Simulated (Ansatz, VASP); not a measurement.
Two plane-wave programs on Zn3Se2S

```
CELL_PARAMETERS angstrom
3.98384 0.00000 0.00000
-1.99192 3.45011 0.00000
0.00000 0.00000 19.55538
ATOMIC_POSITIONS crystal
Zn 0.00000 0.00000 0.00012
Zn 0.00000 0.00000 0.50012
Zn 0.33333 0.66667 0.17159
Zn 0.66667 0.33333 0.67159
Zn 0.66667 0.33333 0.32862
Zn 0.33333 0.66667 0.82862
Se 0.00000 0.00000 0.12693
Se 0.00000 0.00000 0.62693
Se 0.66667 0.33333 0.45561
Se 0.33333 0.66667 0.95561
S 0.33333 0.66667 0.29213
S 0.66667 0.33333 0.79213
```

Alike in both runs: functional PBE; k mesh 12 × 12 × 2; occupations gaussian, width 0.02 eV; no spin polarisation.

Ansatz relaxed the structure, and its values are those at the end. VASP's run is a single point on that final structure, the one shown.

|  | VASP | Ansatz |
| --- | --- | --- |
| version | VASP 6.6.1 | Ansatz 0.2.0 |
| potentials or method | VASP PAW PBE potentials, release 64 (Zn, Se, S), cutoff 520 eV | scalar-relativistic, plane waves, PAW |
| valence electrons in the cell | 108 | 148 |

```tsv
	VASP	Ansatz	Ansatz less VASP
gap on the k mesh at the Fermi level (eV)	1.26	1.26	0.000
least direct gap on the mesh (eV)	1.26	1.26	0.000
pressure (GPa)	0.2	0.0	-0.20
rms of the force components (eV/Å)	0.003	0.003	-0.0003
```

VASP's potentials hold 108 valence electrons a cell and Ansatz's 148, so a difference there can come from the potentials and not from the codes.
